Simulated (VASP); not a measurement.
**H2ClF: single point with r2SCAN+D3(BJ)**

The system is H2ClF.

```
CELL_PARAMETERS angstrom
6.12248 0.00000 0.00000
0.00000 6.12248 0.00000
0.00000 0.00000 6.12248
ATOMIC_POSITIONS crystal
F 0.65210 0.09766 0.16774
F 0.95149 0.18339 0.87025
F 0.48405 0.73436 0.30943
H 0.59402 0.22757 0.10154
H 0.93449 0.03624 0.90511
H 0.50780 0.88093 0.26801
H 0.90787 0.73813 0.22341
H 0.44779 0.54413 0.08422
H 0.04253 0.24616 0.17679
Cl 0.00675 0.68622 0.04653
Cl 0.48956 0.44827 0.90375
Cl 0.16513 0.23388 0.35507
```

- Program: VASP 6.6.1
- Task: single point
- Functional: r2SCAN
- Dispersion: D3(BJ)
- Potentials or basis: VASP PAW PBE potentials, release 64 (F, H, Cl)
- Cutoff: 520 eV
- k mesh: 1 × 1 × 1
- Occupations: fermi-dirac, width 0.05 eV
- Spin: no spin polarisation

```
Pressure                   : 0.4 GPa
Largest force              : 1.029 eV/Å
Dispersion energy per atom : -0.022 eV
```

Forces on the atoms (eV/Å):
```
F   -0.023 -0.365  0.387
F    0.066  0.232 -0.156
F    0.016 -0.115  0.163
H   -0.050 -0.144 -0.311
H   -0.034 -0.417  0.046
H    0.085  0.295 -0.138
H    0.007  0.007  0.004
H   -0.171  0.522  0.471
H    0.686 -0.048  0.766
Cl  -0.111  0.333  0.050
Cl   0.057 -0.329 -0.584
Cl  -0.529  0.030 -0.697
```

Stress tensor (GPa, compression positive):
```
 0.15 -0.29 -0.58
-0.29  0.80  0.20
-0.58  0.20  0.19
```

Levels at points of the mesh, in eV from the Fermi level:
| k point | band 21 | band 22 | band 23 | band 24 | band 25 | band 26 | band 27 | band 28 |
| --- | --- | --- | --- | --- | --- | --- | --- | --- |
| (0.00, 0.00, 0.00) | -2.29 | -1.54 | -1.31 | -1.25 | 5.03 | 6.46 | 7.24 | 7.85 |

Wall time 66 s on 1 thread of Intel(R) Xeon(R) Platinum 8259CL CPU @ 2.50GHz (Skylake/Cascade Lake), with other jobs on the host, peak memory 0.32 GiB.

Caveat: the k points lie up to 1.03 Å⁻¹ apart; the PAW data sets were made with another functional, which shifts forces and pressure a little.
